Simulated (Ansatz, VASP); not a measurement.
## One calculation of Zn, two programs

```xyz
2
Lattice="2.6700 0.0000 0.0000 -1.3350 2.3123 0.0000 0.0000 0.0000 4.9660" Properties=species:S:1:pos:R:3 pbc="T T T"
Zn    0.0000    1.5415    1.2415
Zn    1.3350    0.7708    3.7245
```

Alike in both runs: task relaxation of cell and atoms; functional PBE; k mesh 18 × 18 × 8; occupations gaussian, width 0.1 eV; no spin polarisation.

```csv
,VASP,Ansatz
version,VASP 6.6.1,Ansatz 0.2.0
potentials or method,"VASP PAW PBE potentials, release 64 (Zn), cutoff 600 eV","scalar-relativistic, plane waves, PAW"
valence electrons in the cell,24,24
```

```csv
,VASP,Ansatz,Ansatz less VASP
"gap on the k mesh at the Fermi level, each at its own relaxed structure (eV)",none,none,-
relaxed volume (Å³/atom),15.40,15.34,-0.065
relaxed cell length with the largest relative difference (Å),2.637,2.633,-0.0043
```

A gap of «none» marks a metal or a gap that the smearing closes.
